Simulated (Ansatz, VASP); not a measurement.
AlN in VASP and in Ansatz

```
Al N
1.0
     4.52202    0.00000    0.00000
    -2.26101    3.91618    0.00000
     0.00000    0.00000    3.37493
Al N
1 1
Direct
  0.00000 0.00000 0.50000
  0.00000 0.00000 0.00000
```

Alike in both runs: functional PBE; k mesh 6 × 6 × 6; occupations gaussian, width 0.1 eV; no spin polarisation.

Ansatz relaxed the structure, and its values are those at the end. VASP's run is a single point on that final structure, the one shown.

|  | VASP | Ansatz |
| --- | --- | --- |
| version | VASP 6.6.1 | Ansatz 0.2.0 |
| potentials or method | VASP PAW PBE potentials, release 64 (Al, N), cutoff 520 eV | scalar-relativistic, plane waves, PAW |
| valence electrons in the cell | 8 | 8 |

VASP gave:

| Item | Value |
| --- | --- |
| gap on the k mesh at the Fermi level (eV) | 0.85 |
| least direct gap on the mesh (eV) | 1.60 |
| pressure (GPa) | 0.3 |

Q: What did Ansatz give for the same quantities?

A: gap on the k mesh at the Fermi level (eV): 0.86; least direct gap on the mesh (eV): 1.60; pressure (GPa): 0.2.
